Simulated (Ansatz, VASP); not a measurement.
## One calculation of MoH6, two programs

```xyz
7
Lattice="0.0000 2.6372 2.6372 2.6372 0.0000 2.6372 2.6372 2.6372 0.0000" Properties=species:S:1:pos:R:3 pbc="T T T"
H     1.3193    2.6372    2.6372
H     3.9552    2.6372    2.6372
H     2.6372    1.3193    2.6372
H     2.6372    3.9552    2.6372
H     2.6372    2.6372    1.3193
H     2.6372    2.6372    3.9552
Mo    1.3186    1.3186    1.3186
```

Alike in both runs: functional PBE; k mesh 3 × 3 × 3; occupations gaussian, width 0.15 eV; no spin polarisation.

Ansatz relaxed the structure, and its values are those at the end. VASP's run is a single point on that final structure, the one shown.

|  | VASP | Ansatz |
| --- | --- | --- |
| version | VASP 6.6.1 | Ansatz 0.2.0 |
| potentials or method | VASP PAW PBE potentials, release 64 (H, Mo_sv), cutoff 500 eV | scalar-relativistic, plane waves, PAW |
| valence electrons in the cell | 20 | 20 |

```tsv
	VASP	Ansatz	Ansatz less VASP
gap on the k mesh at the Fermi level (eV)	2.18	2.18	-0.002
least direct gap on the mesh (eV)	3.01	3.00	-0.002
pressure (GPa)	-0.9	-0.7	+0.15
```

The k mesh is coarse, so the values compare programs but aren't converged.
